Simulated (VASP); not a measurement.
Wanted: the native input for a VASP 6.6.1 run.

| Property | Result |
| --- | --- |
| Task | single point |
| Functional | PBE |
| Potentials or basis | VASP PAW PBE potentials, release 64 (Sb, C) |
| Cutoff | 520 eV |
| k mesh | 20 × 20 × 20 |
| Occupations | gaussian, width 0.1 eV |
| Spin | no spin polarisation |
| Dipole correction | no |
| Further INCAR settings | ALGO = Normal; EDIFF = 1e-06; NBANDS = 12 |

The structure of SbC lies in POSCAR:

```
SbC
1.0
    0.0000000000      2.4472060055      2.4472060055
    2.4472060055      0.0000000000      2.4472060055
    2.4472060055      2.4472060055      0.0000000000
Sb C
1 1
Direct
    0.0000000000      0.0000000000      0.0000000000
    0.5000000000      0.5000000000      0.5000000000
```

The input as run:

INCAR

```
SYSTEM = SbC
  PREC = Accurate
  ENCUT = 520
  EDIFF = 1E-6
  ISMEAR = 0
  SIGMA = 0.1
  LREAL = .FALSE.
  LASPH = .TRUE.
  NELM = 100
  ALGO = Normal
  ISIF = 2
  LWAVE = .FALSE.
  LCHARG = .FALSE.
  GGA = PE
  NBANDS = 12
```

KPOINTS

```
Automatic mesh
0
G
  20 20 20
  0 0 0
```

Potentials or basis: VASP PAW PBE potentials, release 64 (Sb, C).

The run is started by

```console
$ cat potpaw_PBE.64/Sb/POTCAR potpaw_PBE.64/C/POTCAR > POTCAR
$ mpirun -np 1 vasp_std > vasp.out
```

Results of the run:

* Pressure: -0.3 GPa

It took 47 s on 1 thread of Intel(R) Xeon(R) 6975P-C (Granite Rapids), with other jobs on the host, peak memory 0.22 GiB.
